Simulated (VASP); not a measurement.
The system is Hf.

```
Hf
1.0
    -1.80500    1.80500    1.80500
     1.80500   -1.80500    1.80500
     1.80500    1.80500   -1.80500
Hf
1
Direct
  0.00000 0.00000 0.00000
```

| Quantity | Value |
| --- | --- |
| Program | VASP 6.6.1 |
| Task | relaxation of cell and atoms |
| Functional | PBE |
| Dispersion | D3(BJ) |
| Potentials or basis | VASP PAW PBE potentials, release 64 (Hf_pv) |
| Cutoff | 600 eV |
| k mesh | 9 × 9 × 9 |
| Occupations | fermi-dirac, width 0.3 eV |
| Spin | no spin polarisation |

At the start: pressure -6.5 GPa; volume 23.52 Å³/atom.

**Question.** How do energy, volume and symmetry change on relaxing?

**Answer.** Over 4 steps the energy falls by 34.5 meV/atom and the volume is 21.89 Å³/atom (-6.9 %); space group Im-3m (No. 229, to 0.05 Å).

The path:
| step | energy change (eV) | largest force (eV/Å) | pressure (GPa) | volume (Å³) |
| --- | --- | --- | --- | --- |
| 1 | 0.0000 | 0.0000 | -6.50 | 23.52 |
| 2 | 0.0008 | 0.0000 | 8.02 | 20.42 |
| 3 | -0.0345 | 0.0000 | -0.08 | 21.92 |
| 4 | -0.0345 | 0.0000 | 0.07 | 21.89 |

Final structure:
```cif
data_structure
_symmetry_space_group_name_H-M 'P 1'
_symmetry_Int_Tables_number 1
_cell_length_a 3.0524
_cell_length_b 3.0524
_cell_length_c 3.0524
_cell_angle_alpha 109.471
_cell_angle_beta 109.471
_cell_angle_gamma 109.471
_cell_volume 21.89
loop_
_atom_site_label
_atom_site_type_symbol
_atom_site_fract_x
_atom_site_fract_y
_atom_site_fract_z
_atom_site_occupancy
Hf1 Hf 0.00000 0.00000 0.00000 1
```

Caveat: pairwise dispersion overbinds metals, which lowers pressure and volume.
